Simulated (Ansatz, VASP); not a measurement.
## Sc: VASP beside Ansatz

Contents of INCAR:

```
PREC = Accurate
ENCUT = 500
EDIFF = 1E-6
ISMEAR = 0
SIGMA = 0.1
LREAL = False
LASPH = True
NELM = 120
ALGO = Normal
ISIF = 2
LWAVE = False
LCHARG = False
GGA = PE
NBANDS = 12
GGA_COMPAT = False
```

Contents of KPOINTS:

```
Automatic mesh
0
Gamma
  16 16 16
```

POSCAR

```
Sc
1.0
    0.0000000000      2.1840847700      2.1840847700
    2.1840847700      0.0000000000      2.1840847700
    2.1840847700      2.1840847700      0.0000000000
Sc
1
Direct
    0.0000000000      0.0000000000      0.0000000000
```

Input for Ansatz:

```yaml
crystal:
  lattice:
    - [0.0, 2.18408477, 2.18408477]
    - [2.18408477, 0.0, 2.18408477]
    - [2.18408477, 2.18408477, 0.0]
  atoms:
    - { symbol: Sc, position: [0.0, 0.0, 0.0] }
basis:
  ecutwfc: 420
kpoints:
  mp_grid: { grid: [16, 16, 16] }
hamiltonian:
  xc: pbe
scf:
  occupations: { method: gaussian, width: 0.1 }
output:
  forces: true
  stress: true
  eigenvalues: true
  populations: true
```

Alike in both runs: task single point; functional PBE; k mesh 16 × 16 × 16; occupations gaussian, width 0.1 eV; no spin polarisation.

```csv
,VASP,Ansatz
version,VASP 6.6.1,Ansatz 0.2.0
potentials or method,"VASP PAW PBE potentials, release 64 (Sc_sv), cutoff 500 eV","scalar-relativistic, plane waves, PAW"
valence electrons in the cell,11,11
```

```csv
,VASP,Ansatz,Ansatz less VASP
gap on the k mesh at the Fermi level (eV),none,none,-
pressure (GPa),11.3,11.2,-0.05
```

A gap of «none» marks a metal or a gap that the smearing closes.
